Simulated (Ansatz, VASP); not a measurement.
## Two plane-wave programs on Sc

```
CELL_PARAMETERS angstrom
3.35843 0.00000 0.00000
-1.67921 2.90849 0.00000
0.00000 0.00000 5.18898
ATOMIC_POSITIONS crystal
Sc 0.33333 0.66667 0.25000
Sc 0.66667 0.33333 0.75000
```

Change from the starting cell: strain +0.015 along x and y, -0.015 along z, atoms carried along.

Alike in both runs: task single point; functional PBE; k mesh 18 × 18 × 10; occupations gaussian, width 0.15 eV; no spin polarisation.

```csv
,VASP,Ansatz
version,VASP 6.6.1,Ansatz 0.2.0
potentials or method,"VASP PAW PBE potentials, release 64 (Sc_sv), cutoff 520 eV","scalar-relativistic, plane waves, PAW"
valence electrons in the cell,22,22
```

```tsv
	VASP	Ansatz	Ansatz less VASP
gap on the k mesh at the Fermi level (eV)	none	none	-
pressure (GPa)	-1.4	-1.4	-0.03
traceless stress, the component that is largest in VASP (GPa)	0.43	0.42	-0.003
```

A gap of «none» marks a metal or a gap that the smearing closes.
